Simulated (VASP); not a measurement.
Write the native input for VASP 6.6.1 that does the following.

```
Task                   : single point
Functional             : LDA
Potentials or basis    : VASP PAW LDA potentials, release 64 (Ca_sv, Mg)
Cutoff                 : 520 eV
k mesh                 : 12 × 12 × 12
Occupations            : gaussian, width 0.15 eV
Spin                   : no spin polarisation
Dipole correction      : no
Further INCAR settings : ALGO = Fast; EDIFF = 1e-06; NBANDS = 13
```

The structure of CaMg lies in POSCAR:

```
CaMg
1.0
    3.9547284438      0.0000000000      0.0000000000
    0.0000000000      3.9547284438      0.0000000000
    0.0000000000      0.0000000000      3.9547284438
Ca Mg
1 1
Direct
    0.0171011642      0.0000000000      0.0000000000
    0.4718008451      0.5000000000      0.5000000000
```

This cell differs from its parent crystal: atoms displaced along a vibrational mode, the cell strained.

The input as run:

INCAR

```
SYSTEM = CaMg
PREC     = Accurate       ! precision mode
ENCUT    = 520            ! plane-wave cutoff, eV
EDIFF    = 1E-6           ! SCF threshold, eV
ISMEAR   = 0              ! smearing method
SIGMA    = 0.15           ! smearing width, eV
LREAL    = .False.        ! projectors in reciprocal space
LASPH    = .True.         ! aspherical terms in the spheres
NELM     = 60             ! most SCF steps
ALGO     = Fast           ! electronic algorithm
ISIF     = 2              ! what is computed and relaxed
LWAVE    = .False.        ! write WAVECAR
LCHARG   = .True.         ! write CHGCAR
LELF     = .True.         ! ELF
LVHAR    = .True.       
NBANDS   = 13             ! bands
```

KPOINTS

```
Automatic mesh
0
Gamma
  12 12 12
  0 0 0
```

Potentials or basis: VASP PAW LDA potentials, release 64 (Ca_sv, Mg).

Launch:

```bash
$ cat potpaw_LDA.64/Ca_sv/POTCAR potpaw_LDA.64/Mg/POTCAR > POTCAR
$ mpirun -np 1 vasp_std > vasp.out
```

Results of the run:

```json
{
  "Pressure": "-1.8 GPa",
  "Largest force": "0.367 eV/Å",
  "Band gap on the k mesh": "zero (bands 6 and 7 overlap by 1.26 eV)"
}
```

Caveat: the cell differs from its parent crystal (atoms displaced along a vibrational mode, the cell strained).

Wall time 72 s on 1 thread of Intel(R) Xeon(R) 6975P-C (Granite Rapids) (shared host), peak memory 0.29 GiB.
